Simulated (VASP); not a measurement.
# Li2IF (R-3m) in VASP: notebook

Aim: see how the results for Li2IF move with the level of theory and the settings. Levels: PBE, r2SCAN, HSE06. Tasks: single point.

All numbers are computed with VASP 6.6.1; they aren't measurements. Logs are shortened: lines on timing, memory, paths and dates and some standing lists are left out, and cuts for length are marked.

## 1. The cell of the first run

The structure is trigonal, space group R-3m (No. 166). The conventional cell has a = 3.772 Å, b = 3.772 Å, c = 17.176 Å, α = 90.00°, β = 90.00°, γ = 120.00°. Within 3.2 Å of F (site symmetry -3m) lie 6 Li at 2.42 Å. Within 3.7 Å of I (site symmetry -3m) lie 6 Li at 2.83 Å and 6 F at 3.60 Å. Li (site symmetry 3m) has 3 F at 2.42 Å and 3 I at 2.83 Å and 3 Li at 3.03 Å within 3.2 Å.

## 2. Single point, PBE

Contents of INCAR:

```
ALGO = Normal
EDIFF = 1E-6
ENCUT = 520
GGA = PE
ISIF = 2
ISMEAR = 0
LASPH = T
LCHARG = F
LREAL = F
LWAVE = F
NBANDS = 18
NELM = 100
PREC = Accurate
SIGMA = 0.01
```

Contents of KPOINTS:

```
k-points
0
Gamma
  4 4 4
```

Contents of POSCAR:

```
Li2IF
1.0
    1.8859540689      1.0888560894      5.7251745181
   -1.8859540689      1.0888560894      5.7251745181
    0.0000000000     -2.1777121787      5.7251745181
F I Li
1 1 2
Direct
    1.0000000000      0.0000000000      0.0000000000
    0.5000000000      0.5000000000      0.5000000000
    0.2720042941      0.2720042941      0.2720042941
    0.7279957059      0.7279957059      0.7279957059
```

Potentials or basis: VASP PAW PBE potentials, release 64 (F, I, Li_sv).

On the command line:

```sh
$ cat potpaw_PBE.64/F/POTCAR potpaw_PBE.64/I/POTCAR potpaw_PBE.64/Li_sv/POTCAR > POTCAR
$ mpirun -np 1 vasp_std > vasp.out
```

OUTCAR:

```text
EDIFF = 1E-6
   ENCUT = 520
   GGA = PE
   ISIF = 2
   ISMEAR = 0
   LASPH = T
   LREAL = F
   NELM = 100
   PREC = Accurate

 ion  position               nearest neighbor table
   1  0.000  0.000  0.000-
   2  0.500  0.500  0.500-   3 2.83   4 2.83   3 2.83   3 2.83   4 2.83   4 2.83
   3  0.272  0.272  0.272-   2 2.83   2 2.83   2 2.83
   4  0.728  0.728  0.728-   2 2.83   2 2.83   2 2.83

  LATTYP: Found a trigonal (rhomboedric) cell.
 ALAT       =     6.1253615074
 COS(alpha) =     0.8104041754

  Lattice vectors:

 A1 = (   1.8859540689,   1.0888560894,   5.7251745181)
 A2 = (  -1.8859540689,   1.0888560894,   5.7251745181)
 A3 = (   0.0000000000,  -2.1777121787,   5.7251745181)

Analysis of symmetry for initial positions (statically):
=====================================================================
 Subroutine PRICEL returns:
 Original cell was already a primitive cell.

 Routine SETGRP: Setting up the symmetry group for a
 trigonal (rhombohedral) supercell.

 Subroutine GETGRP returns: Found 12 space group operations
 (whereof 12 operations were pure point group operations)
 out of a pool of 12 trial point group operations.

The static configuration has the point symmetry D_3d.

Analysis of symmetry for dynamics (positions and initial velocities):
=====================================================================
 Subroutine PRICEL returns:
 Original cell was already a primitive cell.

 Routine SETGRP: Setting up the symmetry group for a
 trigonal (rhombohedral) supercell.

 Subroutine GETGRP returns: Found 12 space group operations
 (whereof 12 operations were pure point group operations)
 out of a pool of 12 trial point group operations.

The dynamic configuration has the point symmetry D_3d.

 Subroutine INISYM returns: Found 12 space group operations
 (whereof 12 operations are pure point group operations),
 and found     1 'primitive' translations

----------------------------------------------------------------------------------------

                                     Primitive cell

  volume of cell :      70.5410

  direct lattice vectors                    reciprocal lattice vectors
     1.885954069  1.088856089  5.725174518     0.265117803  0.153065835  0.058222388
    -1.885954069  1.088856089  5.725174518    -0.265117803  0.153065835  0.058222388
     0.000000000 -2.177712179  5.725174518     0.000000000 -0.306131670  0.058222388

  length of vectors
     6.125361507  6.125361507  6.125361507     0.311619072  0.311619072  0.311619072

  position of ions in fractional coordinates (direct lattice)
     0.000000000  0.000000000  0.000000000
     0.500000000  0.500000000  0.500000000
     0.272004294  0.272004294  0.272004294
     0.727995706  0.727995706  0.727995706

  ion indices of the primitive-cell ions
   primitive index   ion index
                 1           1
                 2           2
                 3           3
                 4           4

----------------------------------------------------------------------------------------

 KPOINTS: k-points

Automatic generation of k-mesh.
 Grid dimensions read from file:
 generate k-points for:    4    4    4

 Generating k-lattice:

  Cartesian coordinates                     Fractional coordinates (reciprocal lattice)
     0.066279451  0.038266459  0.014555597     0.250000000 -0.000000000 -0.000000000
    -0.066279451  0.038266459  0.014555597    -0.000000000  0.250000000 -0.000000000
     0.000000000 -0.076532918  0.014555597     0.000000000  0.000000000  0.250000000

  Length of vectors
     0.077904768  0.077904768  0.077904768

  Shift w.r.t. Gamma in fractional coordinates (k-lattice)
     0.000000000  0.000000000  0.000000000

 Subroutine IBZKPT returns following result:
 ===========================================

 Found     13 irreducible k-points:

 Following reciprocal coordinates:
            Coordinates               Weight
  0.000000  0.000000  0.000000      1.000000
  0.250000 -0.000000  0.000000      6.000000
  0.500000 -0.000000  0.000000      3.000000
  0.250000  0.250000  0.000000      6.000000
  0.500000  0.250000  0.000000     12.000000
 -0.250000  0.250000  0.000000      6.000000
  0.500000  0.500000  0.000000      3.000000
  0.250000  0.250000  0.250000      2.000000
  0.500000  0.250000  0.250000      6.000000
 -0.250000  0.250000  0.250000      6.000000
  0.500000  0.500000  0.250000      6.000000
 -0.250000  0.500000  0.250000      6.000000
  0.500000  0.500000  0.500000      1.000000
   k-points           NKPTS =     13   k-points in BZ     NKDIM =     13   number of bands    NBANDS=     18
   number of dos      NEDOS =    301   number of ions     NIONS =      4
   total plane-waves  NPLWV = 110592
   dimension x,y,z NGX =    48 NGY =   48 NGZ =   48
   dimension x,y,z NGXF=    96 NGYF=   96 NGZF=   96
   ions per type =               1   1   2
   NGX,Y,Z   is equivalent  to a cutoff of  13.03, 13.03, 13.03 a.u.
   NGXF,Y,Z  is equivalent  to a cutoff of  26.05, 26.05, 26.05 a.u.
 SYSTEM =  unknown system
   PREC   = accura    normal or accurate (medium, high low for compatibility)
   ISTART =      0    job   : 0-new  1-cont  2-samecut
   ICHARG =      2    charge: 1-file 2-atom 10-const
   ISPIN  =      1    spin polarized calculation?
   LNONCOLLINEAR =      F non collinear calculations
   LSORBIT =      F    spin-orbit coupling
   LASPH  =      T    aspherical Exc in radial PAW
   ENCUT  =  520.0 eV  38.22 Ry    6.18 a.u.  11.39 11.39 11.39*2*pi/ulx,y,z
   NELM   =    100;   NELMIN=  2; NELMDL= -5     # of ELM steps
   EDIFF  = 0.1E-05   stopping-criterion for ELM
   LREAL  =      F    real-space projection
   EDIFFG = 0.1E-04   stopping-criterion for IOM
   NSW    =      0    number of steps for IOM
   IBRION =     -1    ionic relax: 0-MD 1-quasi-New 2-CG
   NFREE  =      0    steps in history (QN), initial steepest desc. (CG)
   ISIF   =      2    stress and relaxation
   ISYM   =      2    0-nonsym 1-usesym 2-fastsym
   POTIM  = 0.5000    time-step for ionic-motion
   TEBEG  =    0.0;   TEEND  =   0.0 temperature during run
   PSTRESS=    0.0 pullay stress
   NELECT =      20.0000    total number of electrons
   NUPDOWN=      -1.0000    fix difference up-down
   EMIN   =  10.00;   EMAX   =-10.00  energy-range for DOS
   EFERMI =   0.00;   METHOD = LEGACY
[... 28 lines left out ...]
  ext. energy  EPLUGINS =         0.00000000
  ---------------------------------------------------
  free energy    TOTEN  =       -14.18231657 eV

  energy without entropy =      -14.18231657  energy(sigma->0) =      -14.18231657

 E-fermi :   3.3958     XC(G=0):  -8.6138

 val. band max:        3.2224913778   @ k =   0.0000   0.0000   0.0000
 cond. band min:       5.2475444015   @ k =   0.0000   0.0000   0.0000
 fundamental gap:      2.0250530237
 Fermi energy:         3.3957505248

 k-point     1 :       0.0000    0.0000    0.0000
  band No.  band energies     occupation
      1     -43.0664      2.00000
      2     -43.0566      2.00000
      3     -19.2097      2.00000
      4      -9.5778      2.00000
      5      -1.4962      2.00000
      6      -0.7612      2.00000
[... 10 lines left out ...]
     17      13.3343      0.00000
     18      14.2157      0.00000

 k-point     2 :       0.2500   -0.0000    0.0000
  band No.  band energies     occupation
      1     -43.0647      2.00000
      2     -43.0575      2.00000
      3     -19.1935      2.00000
      4      -9.1768      2.00000
      5      -1.1810      2.00000
      6      -1.1305      2.00000
[... 10 lines left out ...]
     17      13.1797      0.00000
     18      13.6372      0.00000

 k-point     3 :       0.5000   -0.0000    0.0000
  band No.  band energies     occupation
      1     -43.0621      2.00000
      2     -43.0591      2.00000
      3     -19.1764      2.00000
      4      -8.6838      2.00000
      5      -1.4328      2.00000
      6      -1.0262      2.00000
[... 10 lines left out ...]
     17      14.3025      0.00000
     18      14.3724      0.00000

 k-point     4 :       0.2500    0.2500    0.0000
  band No.  band energies     occupation
      1     -43.0647      2.00000
      2     -43.0575      2.00000
      3     -19.1932      2.00000
      4      -9.1770      2.00000
      5      -1.3717      2.00000
      6      -0.9810      2.00000
[... 10 lines left out ...]
     17      12.7044      0.00000
     18      13.7702      0.00000

 k-point     5 :       0.5000    0.2500    0.0000
  band No.  band energies     occupation
      1     -43.0622      2.00000
      2     -43.0590      2.00000
      3     -19.1764      2.00000
      4      -8.6873      2.00000
      5      -1.4629      2.00000
      6      -1.1551      2.00000
[... 10 lines left out ...]
     17      13.0101      0.00000
     18      14.1016      0.00000

 k-point     6 :      -0.2500    0.2500    0.0000
  band No.  band energies     occupation
      1     -43.0622      2.00000
      2     -43.0590      2.00000
      3     -19.1766      2.00000
      4      -8.6871      2.00000
      5      -1.3202      2.00000
      6      -1.2395      2.00000
[... 10 lines left out ...]
     17      12.7577      0.00000
     18      14.6326      0.00000

 k-point     7 :       0.5000    0.5000    0.0000
  band No.  band energies     occupation
      1     -43.0622      2.00000
      2     -43.0590      2.00000
      3     -19.1764      2.00000
      4      -8.6717      2.00000
      5      -1.7172      2.00000
      6      -1.5293      2.00000
[... 10 lines left out ...]
     17      13.6016      0.00000
     18      13.6318      0.00000

 k-point     8 :       0.2500    0.2500    0.2500
  band No.  band energies     occupation
      1     -43.0663      2.00000
      2     -43.0568      2.00000
      3     -19.2095      2.00000
      4      -9.5893      2.00000
      5      -1.2311      2.00000
      6      -0.7604      2.00000
[... 10 lines left out ...]
     17      12.6805      0.00000
     18      13.2898      0.00000

 k-point     9 :       0.5000    0.2500    0.2500
  band No.  band energies     occupation
      1     -43.0646      2.00000
      2     -43.0576      2.00000
      3     -19.1930      2.00000
      4      -9.1867      2.00000
      5      -1.2737      2.00000
      6      -0.8582      2.00000
[... 10 lines left out ...]
     17      12.8376      0.00000
     18      13.1511      0.00000

 k-point    10 :      -0.2500    0.2500    0.2500
  band No.  band energies     occupation
      1     -43.0621      2.00000
      2     -43.0590      2.00000
      3     -19.1764      2.00000
      4      -8.6778      2.00000
      5      -1.5874      2.00000
      6      -1.3551      2.00000
[... 10 lines left out ...]
     17      13.4719      0.00000
     18      13.5975      0.00000

 k-point    11 :       0.5000    0.5000    0.2500
  band No.  band energies     occupation
      1     -43.0646      2.00000
      2     -43.0576      2.00000
      3     -19.1930      2.00000
      4      -9.1869      2.00000
      5      -1.3456      2.00000
      6      -0.8712      2.00000
[... 10 lines left out ...]
     17      12.6193      0.00000
     18      13.0025      0.00000

 k-point    12 :      -0.2500    0.5000    0.2500
  band No.  band energies     occupation
      1     -43.0621      2.00000
      2     -43.0590      2.00000
      3     -19.1763      2.00000
      4      -8.6875      2.00000
      5      -1.5531      2.00000
      6      -1.2378      2.00000
[... 10 lines left out ...]
     17      12.8362      0.00000
     18      13.0090      0.00000

 k-point    13 :       0.5000    0.5000    0.5000
  band No.  band energies     occupation
      1     -43.0663      2.00000
      2     -43.0569      2.00000
      3     -19.2095      2.00000
      4      -9.6006      2.00000
      5      -0.7596      2.00000
      6      -0.7596      2.00000
[... 10 lines left out ...]
     17      12.1379      0.00000
     18      13.2145      0.00000

------------------------ aborting loop because EDIFF is reached ----------------------------------------

  FORCE on cell =-STRESS in cart. coord.  units (eV):
  Direction    XX          YY          ZZ          XY          YZ          ZX
  --------------------------------------------------------------------------------------
  -------------------------------------------------------------------------------------
  Total        0.2210881      0.2210881      0.2424547     -0.0000000      0.0000000      0.0000000
  in kB        5.0215111      5.0215111      5.5068031     -0.0000000      0.0000000      0.0000000
  external PRESSURE =       5.1832751 kB  Pullay stress =       0.0000000 kB

 VOLUME and BASIS-vectors are now :
 -----------------------------------------------------------------------------
  energy-cutoff  :      520.00
  volume of cell :       70.54
      direct lattice vectors                 reciprocal lattice vectors
     1.885954069  1.088856089  5.725174518     0.265117803  0.153065835  0.058222388
    -1.885954069  1.088856089  5.725174518    -0.265117803  0.153065835  0.058222388
     0.000000000 -2.177712179  5.725174518     0.000000000 -0.306131670  0.058222388

 POSITION                                       TOTAL-FORCE (eV/Angst)
 -----------------------------------------------------------------------------------
      0.00000      0.00000      0.00000         0.000000      0.000000      0.000000
      0.00000      0.00000      8.58776        -0.000000      0.000000      0.000000
      0.00000      0.00000      4.67182         0.000000     -0.000000     -0.011025
      0.00000      0.00000     12.50371         0.000000      0.000000      0.011025
 -----------------------------------------------------------------------------------
    total drift:                                0.000000     -0.000000      0.000000

  FREE ENERGIE OF THE ION-ELECTRON SYSTEM (eV)
  ---------------------------------------------------
  free  energy   TOTEN  =       -14.1823165710 eV

  energy  without entropy=      -14.1823165710  energy(sigma->0) =      -14.18231657
```

Wall time 20 s (1 thread of Intel Xeon 6975P-C (Granite Rapids), shared host); peak memory 0.3 GiB.

Results:

```
Free energy            : -14.1823 eV
Largest force          : 0.011 eV/Å
Band gap on the k mesh : 2.02 eV, direct
```

Forces on the atoms (eV/Å):
```
F    0.000  0.000  0.000
I    0.000  0.000  0.000
Li   0.000  0.000 -0.011
Li   0.000  0.000  0.011
```

Levels at points of the mesh, in eV from the valence-band top:
```csv
k point,band 7,band 8,band 9,band 10,band 11,band 12,band 13,band 14
"(0.00, 0.00, 0.00)",-3.98,-2.26,0.00,0.00,2.02,5.58,7.04,7.04
"(0.50, 0.00, 0.00)",-4.17,-3.95,-2.51,-1.14,4.59,5.15,5.55,6.07
"(0.50, 0.50, 0.00)",-4.20,-3.35,-1.92,-1.06,3.57,4.68,6.01,6.77
"(0.50, 0.50, 0.50)",-3.90,-3.49,-0.03,-0.03,3.66,5.76,6.88,7.76
```

Caveat: the k points lie up to 0.49 Å⁻¹ apart; the cutoff is under 1.25 times the usual one of these potentials, so pressure, stress and relaxed cells hold a basis-set (Pulay) error; spin-orbit coupling is left out, which moves the levels of the heavy elements. PBE gaps usually lie below the measured ones, often by a third to a half.

## 3. Single point, r2SCAN

POSCAR is that of step 2.

Contents of INCAR.step1:

```
SYSTEM = Li2IF
PREC = Accurate ; ENCUT = 520
ISMEAR = 0 ; SIGMA = 0.01
LREAL = .FALSE. ; LASPH = .TRUE.
NELM = 100 ; NBANDS = 18
GGA = PE ; ALGO = Normal
EDIFF = 1E-4 ; LWAVE = .TRUE.
LCHARG = .FALSE.
```

Contents of INCAR.step2:

```
SYSTEM = Li2IF
PREC = Accurate ; ENCUT = 520
EDIFF = 1E-7 ; ISMEAR = 0
SIGMA = 0.01 ; LREAL = .FALSE.
LASPH = .TRUE. ; NELM = 100
ALGO = Normal ; ISIF = 2
LWAVE = .FALSE. ; LCHARG = .FALSE.
METAGGA = R2SCAN ; LMIXTAU = .TRUE.
NBANDS = 18 ; ISTART = 1
```

Contents of KPOINTS:

```
Automatic mesh
0
G
  4 4 4
  0 0 0
```

Potentials or basis: VASP PAW PBE potentials, release 64 (F, I, Li_sv).

On the command line:

```sh
$ cat potpaw_PBE.64/F/POTCAR potpaw_PBE.64/I/POTCAR potpaw_PBE.64/Li_sv/POTCAR > POTCAR
$ cp INCAR.step1 INCAR
$ mpirun -np 1 vasp_std > vasp.out
$ cp INCAR.step2 INCAR
$ mpirun -np 1 vasp_std > vasp.out
```

Wall time 98 s (1 thread of Intel Xeon 6975P-C (Granite Rapids), shared host); peak memory 0.36 GiB.

It converged, with:

```yaml
Free_energy: -40.1071 eV
Largest_force: 0.006 eV/Å
Band_gap_on_the_k_mesh: 2.62 eV, direct
```

Forces on the atoms (eV/Å):
```
F    0.000  0.000  0.000
I    0.000  0.000  0.000
Li   0.000  0.000  0.006
Li   0.000  0.000 -0.006
```

Levels at points of the mesh, in eV from the valence-band top:
```csv
k point,band 8,band 9,band 10,band 11,band 12,band 13
"(0.00, 0.00, 0.00)",-2.39,0.00,0.00,2.62,6.50,7.73
"(0.50, 0.00, 0.00)",-4.18,-2.59,-1.17,5.24,5.79,6.14
"(0.50, 0.50, 0.00)",-3.52,-2.03,-1.09,4.18,5.38,6.52
"(0.50, 0.50, 0.50)",-3.54,-0.03,-0.03,4.28,6.69,7.48
```

Caveat: the k points lie up to 0.49 Å⁻¹ apart; the cutoff is under 1.25 times the usual one of these potentials, so pressure, stress and relaxed cells hold a basis-set (Pulay) error; the PAW data sets were made with another functional, which shifts forces and pressure a little; spin-orbit coupling is left out, which moves the levels of the heavy elements.

## 4. Single point, HSE06

POSCAR is that of step 3.

Contents of INCAR.step1:

```
PREC = Accurate
ENCUT = 520
EDIFF = 1E-5
ISMEAR = 0
SIGMA = 0.01
LREAL = False
LASPH = True
NELM = 80
ALGO = Normal
ISIF = 2
LWAVE = True
LCHARG = False
NBANDS = 18
GGA = PE
```

Contents of INCAR.step2:

```
PREC = Accurate
ENCUT = 520
EDIFF = 1E-6
ISMEAR = 0
SIGMA = 0.01
LREAL = False
LASPH = True
NELM = 80
ALGO = Normal
ISIF = 2
LWAVE = False
LCHARG = False
GGA = PE
LHFCALC = True
HFSCREEN = 0.2079
PRECFOCK = Normal
NBANDS = 18
ISTART = 1
```

Contents of KPOINTS:

```
regular mesh
0
Gamma
  4 4 4
```

On the command line:

```sh
$ cat potpaw_PBE.64/F/POTCAR potpaw_PBE.64/I/POTCAR potpaw_PBE.64/Li_sv/POTCAR > POTCAR
$ cp INCAR.step1 INCAR
$ mpirun -np 1 vasp_std > vasp.out
$ cp INCAR.step2 INCAR
$ mpirun -np 1 vasp_std > vasp.out
```

Wall time 30 min (1 thread of Intel Xeon 6975P-C (Granite Rapids), shared host); peak memory 0.44 GiB.

Results (log left out):

- Free energy: -16.6611 eV
- Largest force: 0.028 eV/Å
- Band gap on the k mesh: 3.03 eV, direct

Forces on the atoms (eV/Å):
```
F    0.000  0.000  0.000
I    0.000  0.000  0.000
Li   0.000  0.000 -0.028
Li   0.000  0.000  0.028
```

Levels at points of the mesh, in eV from the valence-band top:
| k point | band 8 | band 9 | band 10 | band 11 | band 12 | band 13 |
| --- | --- | --- | --- | --- | --- | --- |
| (0.00, 0.00, 0.00) | -2.62 | 0.00 | 0.00 | 3.03 | 6.63 | 8.17 |
| (0.50, 0.00, 0.00) | -4.59 | -2.64 | -1.23 | 5.59 | 6.27 | 6.56 |
| (0.50, 0.50, 0.00) | -3.94 | -2.11 | -1.15 | 4.59 | 5.68 | 7.03 |
| (0.50, 0.50, 0.50) | -3.69 | -0.03 | -0.03 | 4.77 | 6.83 | 7.98 |

Caveat: the k points lie up to 0.49 Å⁻¹ apart; the cutoff is under 1.25 times the usual one of these potentials, so pressure, stress and relaxed cells hold a basis-set (Pulay) error; the PAW data sets were made with another functional, which shifts forces and pressure a little; spin-orbit coupling is left out, which moves the levels of the heavy elements.

## 5. Overview

| level | grid for exact exchange (PRECFOCK) | screening parameter | gap on the mesh (eV) | largest force (eV/Å) |
| --- | --- | --- | --- | --- |
| PBE | - | - | 2.02 | 0.01 |
| r2SCAN | - | - | 2.62 | 0.01 |
| HSE06 | Normal | 0.2079 1/Å | 3.03 | 0.03 |

Alike in all rows: task single point; potentials or basis VASP PAW PBE potentials, release 64 (F, I, Li_sv); no spin polarisation; cell as given; k mesh 4 × 4 × 4; cutoff (eV) 520; smearing gaussian 0.01 eV.

Caveats: all runs use coarse meshes; the cutoff is under 1.25 times the usual one of these potentials, so pressure, stress and relaxed cells hold a basis-set (Pulay) error; spin-orbit coupling is left out, which moves the levels of the heavy elements; the PAW data sets were made with another functional, which shifts forces and pressure a little (some runs).

Total energies depend on the potentials used, so only differences within one code and one set of settings carry meaning.
